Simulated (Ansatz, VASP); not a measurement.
# Sc2Hg: VASP beside Ansatz

File INCAR:

```
SYSTEM = Sc2Hg
  ALGO = Normal
  EDIFF = 1E-6
  ENCUT = 520
  GGA = PE
  ISIF = 2
  ISMEAR = 0
  LASPH = .TRUE.
  LCHARG = .TRUE.
  LELF = .TRUE.
  LREAL = .FALSE.
  LVHAR = .TRUE.
  LWAVE = .FALSE.
  NBANDS = 24
  NELM = 80
  PREC = Accurate
  SIGMA = 0.1
```

File KPOINTS:

```
k-points
0
G
  6 6 6
  0 0 0
```

File POSCAR:

```
Sc2Hg
1.0
    0.0000000000      3.2294677700      3.2294677700
    3.2294677700      0.0000000000      3.2294677700
    3.2294677700      3.2294677700      0.0000000000
Sc Hg
2 1
Direct
    0.2500000000      0.2500000000      0.2500000000
    0.7500000000      0.7500000000      0.7500000000
    0.0000000000      0.0000000000      0.0000000000
```

Input for Ansatz:

```yaml
crystal:
  lattice:
    - [0.0, 3.22946777, 3.22946777]
    - [3.22946777, 0.0, 3.22946777]
    - [3.22946777, 3.22946777, 0.0]
  atoms:
    - { symbol: Sc, position: [0.25, 0.25, 0.25] }
    - { symbol: Sc, position: [0.75, 0.75, 0.75] }
    - { symbol: Hg, position: [0.0, 0.0, 0.0] }
basis:
  ecutwfc: 420
kpoints:
  mp_grid: { grid: [6, 6, 6] }
hamiltonian:
  xc: pbe
scf:
  occupations: { method: gaussian, width: 0.1 }
  lower_state_search: "off"
output:
  forces: true
  stress: true
  eigenvalues: true
```

Change from the starting cell: species swapped into the Al2Au type (Fm-3m, No. 225).

Alike in both runs: task single point; functional PBE; k mesh 6 × 6 × 6; occupations gaussian, width 0.1 eV; no spin polarisation.

```csv
,VASP,Ansatz
version,VASP 6.6.1,Ansatz 0.2.0
potentials or method,"VASP PAW PBE potentials, release 64 (Sc_sv, Hg), cutoff 520 eV","scalar-relativistic, plane waves, PAW"
valence electrons in the cell,34,42
```

Ansatz gave:

```
gap on the k mesh at the Fermi level (eV) : none
pressure (GPa)                            : 12.4
```

Problem. Estimate VASP's values.

Solution. gap on the k mesh at the Fermi level (eV): none; pressure (GPa): 12.5.

A gap of «none» marks a metal or a gap that the smearing closes. VASP's potentials hold 34 valence electrons a cell and Ansatz's 42, so a difference there can come from the potentials and not from the codes.

Spin-orbit coupling is off throughout.
